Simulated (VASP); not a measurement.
# ZnS (zincblende type) (F-43m) in VASP: further runs

ZnS (zincblende type) is run at these levels: PBE; tasks: single point, relaxation of cell and atoms.

Everything below comes from runs of VASP 6.6.1. Logs are shortened: lines on timing, memory, paths and dates and some standing lists are left out, and cuts for length are marked.

**1. The cell of the first run**

The structure is cubic, space group F-43m (No. 216). Conventional cell: a = 5.332 Å, b = 5.332 Å, c = 5.332 Å, α = 90.00°, β = 90.00°, γ = 90.00°. Zn (site symmetry -43m) has 4 S at 2.31 Å within 3.1 Å. S (site symmetry -43m) has 4 Zn at 2.31 Å within 3.1 Å.

**2. Single point, PBE (18.95 Å³/atom)**

Input file INCAR:

```
ALGO     = Normal         # electronic algorithm
EDIFF    = 1E-6           # SCF threshold, eV
ENCUT    = 520            # plane-wave cutoff, eV
GGA      = PE             # functional
ISIF     = 2              # what is computed and relaxed
ISMEAR   = -1             # smearing method
LASPH    = T              # aspherical terms in the spheres
LCHARG   = F              # write CHGCAR
LREAL    = F              # projectors in reciprocal space
LWAVE    = F              # write WAVECAR
NBANDS   = 16             # bands
NELM     = 100            # most SCF steps
PREC     = Accurate       # precision mode
SIGMA    = 0.08           # smearing width, eV
```

Input file KPOINTS:

```
k-points
0
Gamma
  14 14 14
```

Input file POSCAR:

```
ZnS
1.0
    0.0000000000      2.6662192754      2.6662192754
    2.6662192754      0.0000000000      2.6662192754
    2.6662192754      2.6662192754      0.0000000000
Zn S
1 1
Direct
    0.0000000000      0.0000000000      0.0000000000
    0.2500000000      0.2500000000      0.2500000000
```

Potentials or basis: VASP PAW PBE potentials, release 64 (Zn, S).

Started as:

```sh
$ cat potpaw_PBE.64/Zn/POTCAR potpaw_PBE.64/S/POTCAR > POTCAR
$ mpirun -np 1 vasp_std > vasp.out
```

OUTCAR:

```text
EDIFF = 1E-6
   ENCUT = 520
   GGA = PE
   ISIF = 2
   ISMEAR = -1
   LASPH = T
   LREAL = F
   NELM = 100
   PREC = Accurate

 ion  position               nearest neighbor table
   1  0.000  0.000  0.000-   2 2.31   2 2.31   2 2.31   2 2.31
   2  0.250  0.250  0.250-   1 2.31   1 2.31   1 2.31   1 2.31

  LATTYP: Found a face centered cubic cell.
 ALAT       =     5.3324385508

  Lattice vectors:

 A1 = (   0.0000000000,   2.6662192754,   2.6662192754)
 A2 = (   2.6662192754,   0.0000000000,   2.6662192754)
 A3 = (   2.6662192754,   2.6662192754,   0.0000000000)

Analysis of symmetry for initial positions (statically):
=====================================================================
 Subroutine PRICEL returns:
 Original cell was already a primitive cell.

 Routine SETGRP: Setting up the symmetry group for a
 face centered cubic supercell.

 Subroutine GETGRP returns: Found 24 space group operations
 (whereof 24 operations were pure point group operations)
 out of a pool of 48 trial point group operations.

The static configuration has the point symmetry T_d .

Analysis of symmetry for dynamics (positions and initial velocities):
=====================================================================
 Subroutine PRICEL returns:
 Original cell was already a primitive cell.

 Routine SETGRP: Setting up the symmetry group for a
 face centered cubic supercell.

 Subroutine GETGRP returns: Found 24 space group operations
 (whereof 24 operations were pure point group operations)
 out of a pool of 48 trial point group operations.

The dynamic configuration has the point symmetry T_d .

 Subroutine INISYM returns: Found 24 space group operations
 (whereof 24 operations are pure point group operations),
 and found     1 'primitive' translations

----------------------------------------------------------------------------------------

                                     Primitive cell

  volume of cell :      37.9068

  direct lattice vectors                    reciprocal lattice vectors
     0.000000000  2.666219275  2.666219275    -0.187531462  0.187531462  0.187531462
     2.666219275  0.000000000  2.666219275     0.187531462 -0.187531462  0.187531462
     2.666219275  2.666219275  0.000000000     0.187531462  0.187531462 -0.187531462

  length of vectors
     3.770603460  3.770603460  3.770603460     0.324814021  0.324814021  0.324814021

  position of ions in fractional coordinates (direct lattice)
     0.000000000  0.000000000  0.000000000
     0.250000000  0.250000000  0.250000000

  ion indices of the primitive-cell ions
   primitive index   ion index
                 1           1
                 2           2

----------------------------------------------------------------------------------------

 KPOINTS: k-points

Automatic generation of k-mesh.
 Grid dimensions read from file:
 generate k-points for:   14   14   14

 Generating k-lattice:

  Cartesian coordinates                     Fractional coordinates (reciprocal lattice)
    -0.013395104  0.013395104  0.013395104     0.071428571  0.000000000  0.000000000
     0.013395104 -0.013395104  0.013395104     0.000000000  0.071428571  0.000000000
     0.013395104  0.013395104 -0.013395104     0.000000000  0.000000000  0.071428571

  Length of vectors
     0.023201002  0.023201002  0.023201002

  Shift w.r.t. Gamma in fractional coordinates (k-lattice)
     0.000000000  0.000000000  0.000000000

 Subroutine IBZKPT returns following result:
 ===========================================

 Found    104 irreducible k-points:

 Following reciprocal coordinates:
            Coordinates               Weight
  0.000000  0.000000  0.000000      1.000000
  0.071429  0.000000  0.000000      8.000000
  0.142857  0.000000  0.000000      8.000000
  0.214286  0.000000  0.000000      8.000000
  0.285714  0.000000  0.000000      8.000000
  0.357143  0.000000  0.000000      8.000000
[... 16 lines left out ...]
  0.214286  0.142857  0.000000     24.000000
  0.285714  0.142857  0.000000     24.000000
 [... further k-points ...]
   k-points           NKPTS =    104   k-points in BZ     NKDIM =    104   number of bands    NBANDS=     16
   number of dos      NEDOS =    301   number of ions     NIONS =      2
   total plane-waves  NPLWV =  21952
   dimension x,y,z NGX =    28 NGY =   28 NGZ =   28
   dimension x,y,z NGXF=    56 NGYF=   56 NGZF=   56
   ions per type =               1   1
   NGX,Y,Z   is equivalent  to a cutoff of  12.35, 12.35, 12.35 a.u.
   NGXF,Y,Z  is equivalent  to a cutoff of  24.69, 24.69, 24.69 a.u.
 SYSTEM =  unknown system
   PREC   = accura    normal or accurate (medium, high low for compatibility)
   ISTART =      0    job   : 0-new  1-cont  2-samecut
   ICHARG =      2    charge: 1-file 2-atom 10-const
   ISPIN  =      1    spin polarized calculation?
   LNONCOLLINEAR =      F non collinear calculations
   LSORBIT =      F    spin-orbit coupling
   LASPH  =      T    aspherical Exc in radial PAW
   ENCUT  =  520.0 eV  38.22 Ry    6.18 a.u.   7.01  7.01  7.01*2*pi/ulx,y,z
   NELM   =    100;   NELMIN=  2; NELMDL= -5     # of ELM steps
   EDIFF  = 0.1E-05   stopping-criterion for ELM
   LREAL  =      F    real-space projection
   EDIFFG = 0.1E-04   stopping-criterion for IOM
   NSW    =      0    number of steps for IOM
   IBRION =     -1    ionic relax: 0-MD 1-quasi-New 2-CG
   NFREE  =      0    steps in history (QN), initial steepest desc. (CG)
   ISIF   =      2    stress and relaxation
   ISYM   =      2    0-nonsym 1-usesym 2-fastsym
   POTIM  = 0.5000    time-step for ionic-motion
   TEBEG  =    0.0;   TEEND  =   0.0 temperature during run
   PSTRESS=    0.0 pullay stress
   NELECT =      18.0000    total number of electrons
   NUPDOWN=      -1.0000    fix difference up-down
   EMIN   =  10.00;   EMAX   =-10.00  energy-range for DOS
   EFERMI =   0.00;   METHOD = LEGACY
   ISMEAR =    -1;   SIGMA  =   0.08  broadening in eV -4-tet -1-fermi 0-gaus
   EFERMI_NEDOS =   21; number of points for ismear=-14 and -15
   IALGO  =     38    algorithm
   IMIX   =      4    mixing-type and parameters
     AMIX     =   0.40;   BMIX     =  1.00
     AMIX_MAG =   1.60;   BMIX_MAG =  1.00
  volume/ion in A,a.u.               =      18.95       127.90
  Fermi-wavevector in a.u.,A,eV,Ry     =   1.277203  2.413563 22.194457  1.631247
  Thomas-Fermi vector in A             =   2.409816
   LORBIT       =      0    0 simple, 1 ext, 2 COOP (PROOUT), +10 PAW based schemes
   GGA     = PE    functional components
   LHFCALC =     F    Hartree Fock is set to
   AEXX    =    0.0000 exact exchange contribution
   IVDW    =     0    specifies the selected vdW correction
   LEPSILON=     F    determine dielectric tensor
   LRPA    =     F    only Hartree local field effects (RPA)
 non-spin polarized calculation
  energy-cutoff  :      520.00
  volume of cell :       37.91
 maximum number of plane-waves:      1034
   NGX = 13   NGY = 13   NGZ = 13

 number of electron      18.0000019 magnetization

 Free energy of the ion-electron system (eV)
  ---------------------------------------------------
  ext. energy  EPLUGINS =         0.00000000
  ---------------------------------------------------
  free energy    TOTEN  =        -6.81446366 eV

  energy without entropy =       -6.81446365  energy(sigma->0) =       -6.81446365

 E-fermi :   3.7611     XC(G=0):  -9.8199

 val. band max:        2.4890059534   @ k =   0.0000   0.0000   0.0000
 cond. band min:       4.7807277497   @ k =   0.0000   0.0000   0.0000
 fundamental gap:      2.2917217963
 Fermi energy:         3.7610992704

 k-point     1 :       0.0000    0.0000    0.0000
  band No.  band energies     occupation
      1     -10.9388      2.00000
      2      -4.0184      2.00000
      3      -4.0184      2.00000
      4      -4.0184      2.00000
      5      -3.4714      2.00000
      6      -3.4714      2.00000
[... 8 lines left out ...]
     15      14.2966      0.00000
     16      14.5851      0.00000

 k-point     2 :       0.0714    0.0000    0.0000
  band No.  band energies     occupation
      1     -10.8971      2.00000
      2      -4.0200      2.00000
      3      -4.0106      2.00000
      4      -4.0106      2.00000
      5      -3.4723      2.00000
      6      -3.4723      2.00000
[... 8 lines left out ...]
     15      14.0263      0.00000
     16      14.9178      0.00000

 k-point     3 :       0.1429    0.0000    0.0000
  band No.  band energies     occupation
      1     -10.7770      2.00000
      2      -4.0199      2.00000
      3      -3.9892      2.00000
      4      -3.9892      2.00000
      5      -3.4736      2.00000
      6      -3.4736      2.00000
[... 8 lines left out ...]
     15      13.5905      0.00000
     16      15.4075      0.00000

 k-point     4 :       0.2143    0.0000    0.0000
  band No.  band energies     occupation
      1     -10.5933      2.00000
      2      -4.0033      2.00000
      3      -3.9603      2.00000
      4      -3.9603      2.00000
      5      -3.4724      2.00000
      6      -3.4724      2.00000
[... 8 lines left out ...]
     15      13.4118      0.00000
     16      15.0479      0.00000
[... 324 lines left out ...]
 k-point    22 :       0.1429    0.1429    0.0000
  band No.  band energies     occupation
      1     -10.7229      2.00000
      2      -4.0504      2.00000
      3      -3.9636      2.00000
      4      -3.9636      2.00000
      5      -3.4949      2.00000
      6      -3.4556      2.00000
[... 8 lines left out ...]
     15      14.5606      0.00000
     16      16.2631      0.00000

 k-point    23 :       0.2143    0.1429    0.0000
  band No.  band energies     occupation
      1     -10.5862      2.00000
      2      -4.0559      2.00000
      3      -3.9333      2.00000
      4      -3.9328      2.00000
      5      -3.5023      2.00000
      6      -3.4485      2.00000
[... 8 lines left out ...]
     15      14.5805      0.00000
     16      16.8275      0.00000

 k-point    24 :       0.2857    0.1429    0.0000
  band No.  band energies     occupation
      1     -10.3978      2.00000
      2      -4.0362      2.00000
      3      -3.8997      2.00000
      4      -3.8970      2.00000
      5      -3.5001      2.00000
      6      -3.4412      2.00000
[... 8 lines left out ...]
     15      14.7035      0.00000
     16      16.4548      0.00000

 [... further k-points ...]

------------------------ aborting loop because EDIFF is reached ----------------------------------------

  FORCE on cell =-STRESS in cart. coord.  units (eV):
  Direction    XX          YY          ZZ          XY          YZ          ZX
  --------------------------------------------------------------------------------------
  -------------------------------------------------------------------------------------
  Total        1.2107302      1.2107302      1.2107302     -0.0000000     -0.0000000     -0.0000000
  in kB       51.1729405     51.1729405     51.1729405     -0.0000000     -0.0000000     -0.0000000
  external PRESSURE =      51.1729405 kB  Pullay stress =       0.0000000 kB

 VOLUME and BASIS-vectors are now :
 -----------------------------------------------------------------------------
  energy-cutoff  :      520.00
  volume of cell :       37.91
      direct lattice vectors                 reciprocal lattice vectors
     0.000000000  2.666219275  2.666219275    -0.187531462  0.187531462  0.187531462
     2.666219275  0.000000000  2.666219275     0.187531462 -0.187531462  0.187531462
     2.666219275  2.666219275  0.000000000     0.187531462  0.187531462 -0.187531462

 POSITION                                       TOTAL-FORCE (eV/Angst)
 -----------------------------------------------------------------------------------
      0.00000      0.00000      0.00000         0.000000      0.000000      0.000000
      1.33311      1.33311      1.33311        -0.000000     -0.000000     -0.000000
 -----------------------------------------------------------------------------------
    total drift:                                0.000002      0.000002      0.000002

  FREE ENERGIE OF THE ION-ELECTRON SYSTEM (eV)
  ---------------------------------------------------
  free  energy   TOTEN  =        -6.8144636567 eV

  energy  without entropy=       -6.8144636507  energy(sigma->0) =       -6.81446365
```

It took 51 s on 1 thread of Intel Xeon Platinum 8259CL at 2.50GHz (Skylake/Cascade Lake), shared host; peak memory 0.19 GiB.

What came out:

| Quantity | Value |
| --- | --- |
| Free energy | -6.8145 eV |
| Pressure | 5.1 GPa |
| Band gap on the k mesh | 2.29 eV |

Levels at points of the mesh, in eV from the valence-band top:
| k point | band 6 | band 7 | band 8 | band 9 | band 10 | band 11 | band 12 | band 13 |
| --- | --- | --- | --- | --- | --- | --- | --- | --- |
| (0.00, 0.00, 0.00) | -5.96 | 0.00 | 0.00 | 0.00 | 2.29 | 6.37 | 6.37 | 6.37 |
| (0.50, 0.00, 0.00) | -5.75 | -5.55 | -0.93 | -0.93 | 3.39 | 6.90 | 6.90 | 9.02 |
| (0.50, 0.50, 0.00) | -5.73 | -4.72 | -2.37 | -2.37 | 3.31 | 4.07 | 11.27 | 12.24 |

Caveat: the cell stands under pressure. A k mesh can miss the band edges.

**3. Single point, PBE**

This run uses another cell than the first one, of 20.16 Å³/atom.

Input file INCAR:

```
SYSTEM = ZnS
PREC = Accurate
ENCUT = 520
EDIFF = 1E-6
ISMEAR = -1
SIGMA = 0.08
LREAL = .FALSE.
LASPH = .TRUE.
NELM = 100
ALGO = Normal
ISIF = 2
LWAVE = .FALSE.
LCHARG = .TRUE.
GGA = PE
LELF = .TRUE.
LVHAR = .TRUE.
NBANDS = 16
```

Input file KPOINTS:

```
Automatic mesh
0
G
  14 14 14
  0 0 0
```

Input file POSCAR:

```
ZnS
1.0
    0.0000000000      2.7217814256      2.7217814256
    2.7217814256      0.0000000000      2.7217814256
    2.7217814256      2.7217814256      0.0000000000
Zn S
1 1
Direct
    0.0000000000      0.0000000000      0.0000000000
    0.2500000000      0.2500000000      0.2500000000
```

Potentials or basis: VASP PAW PBE potentials, release 64 (Zn, S).

Started as:

```sh
$ cat potpaw_PBE.64/Zn/POTCAR potpaw_PBE.64/S/POTCAR > POTCAR
$ mpirun -np 1 vasp_std > vasp.out
```

Run time: 68 s. Hardware: 1 thread of Intel Xeon Platinum 8259CL at 2.50GHz (Skylake/Cascade Lake), shared host; peak memory 0.21 GiB.

It converged, with:

```yaml
Free_energy: -6.8526 eV
Pressure: 0.1 GPa
Band_gap_on_the_k_mesh: 2.02 eV
```

Levels at points of the mesh, in eV from the valence-band top:
```tsv
k point	band 5	band 6	band 7	band 8	band 9	band 10	band 11	band 12	band 13	band 14
(0.00, 0.00, 0.00)	-5.78	-5.78	0.00	0.00	0.00	2.02	6.41	6.41	6.41	11.74
(0.50, 0.00, 0.00)	-5.75	-5.59	-5.15	-0.83	-0.83	3.27	6.94	6.94	8.79	12.07
(0.50, 0.50, 0.00)	-5.71	-5.57	-4.47	-2.14	-2.14	3.46	4.07	10.83	11.82	11.82
```

**4. Relaxation of cell and atoms, PBE**

This run uses another cell than the first one, of 19.37 Å³/atom.

Input file INCAR:

```
SYSTEM = ZnS
  ALGO = Normal
  EDIFF = 1E-6
  EDIFFG = -0.005
  ENCUT = 600
  GGA = PE
  IBRION = 2
  ISIF = 3
  ISMEAR = -1
  LASPH = .TRUE.
  LCHARG = .FALSE.
  LREAL = .FALSE.
  LWAVE = .FALSE.
  NELM = 60
  NSW = 60
  PREC = Accurate
  SIGMA = 0.08
```

Input file KPOINTS:

```
k-points
0
G
  14 14 14
  0 0 0
```

Input file POSCAR:

```
ZnS
1.0
    0.0000000000      2.6855547637      2.6855547637
    2.6855547637      0.0000000000      2.6855547637
    2.6855547637      2.6855547637      0.0000000000
Zn S
1 1
Direct
    0.0000000000      0.0000000000      0.0000000000
    0.2500000000      0.2500000000      0.2500000000
```

Started as:

```sh
$ cat potpaw_PBE.64/Zn/POTCAR potpaw_PBE.64/S/POTCAR > POTCAR
$ mpirun -np 1 vasp_std > vasp.out
```

It took 2.9 min on 1 thread of Intel Xeon Platinum 8259CL at 2.50GHz (Skylake/Cascade Lake), shared host; peak memory 0.22 GiB.

It converged, with:

```yaml
Free_energy: -6.8523 eV
Relaxed_volume: 20.22 Å³/atom
Relaxed_cell: a = 3.853 Å, b = 3.853 Å, c = 3.853 Å, α = 60.00°, β = 60.00°, γ = 60.00°
Space_group_after_relaxing_to_0.1_Å: F-43m (No. 216)
Energy_gained_by_relaxing: 8.1 meV/atom
Ionic_steps: 4
Pressure_after_relaxing: 0.0 GPa
Band_gap_on_the_k_mesh: 2.01 eV
```

Step by step:
| step | energy change (eV) | largest force (eV/Å) | pressure (GPa) | volume (Å³) |
| --- | --- | --- | --- | --- |
| 1 | 0.0000 | 0.0000 | 3.25 | 38.74 |
| 2 | -0.0144 | 0.0000 | -0.93 | 40.98 |
| 3 | -0.0161 | 0.0000 | 0.07 | 40.40 |
| 4 | -0.0161 | 0.0000 | -0.04 | 40.44 |

Final structure:
```
Zn S
1.0
     0.00000    2.72438    2.72438
     2.72438    0.00000    2.72438
     2.72438    2.72438    0.00000
Zn S
1 1
Direct
  0.00000 0.00000 0.00000
  0.25000 0.25000 0.25000
```

Levels at points of the mesh, in eV from the valence-band top:
| k point | band 5 | band 6 | band 7 | band 8 | band 9 | band 10 | band 11 | band 12 | band 13 |
| --- | --- | --- | --- | --- | --- | --- | --- | --- | --- |
| (0.00, 0.00, 0.00) | -5.77 | -5.77 | 0.00 | 0.00 | 0.00 | 2.01 | 6.41 | 6.41 | 6.41 |
| (0.50, 0.00, 0.00) | -5.75 | -5.58 | -5.13 | -0.83 | -0.83 | 3.26 | 6.94 | 6.94 | 8.78 |
| (0.50, 0.50, 0.00) | -5.70 | -5.57 | -4.46 | -2.13 | -2.13 | 3.46 | 4.07 | 10.81 | 11.80 |

A k mesh can miss the band edges.

**5. Summary**

```csv
task,cell,cutoff (eV),gap on the mesh (eV),pressure (GPa)
single point,"a = 3.771 Å, angles 60.0°, 2 atoms",520,2.29,5.1
single point,"a = 3.849 Å, angles 60.0°, 2 atoms",520,2.02,0.1
relaxation of cell and atoms,"relaxed from a = 3.798 Å, angles 60.0°, 2 atoms",600,2.01,0.0
```

Alike in all rows: level PBE; potentials or basis VASP PAW PBE potentials, release 64 (Zn, S); no spin polarisation; k mesh 14 × 14 × 14; smearing fermi-dirac 0.08 eV.

Caveats: the cell stands under pressure (at least some runs).

Absolute energies hang on the potentials; compare differences alone.
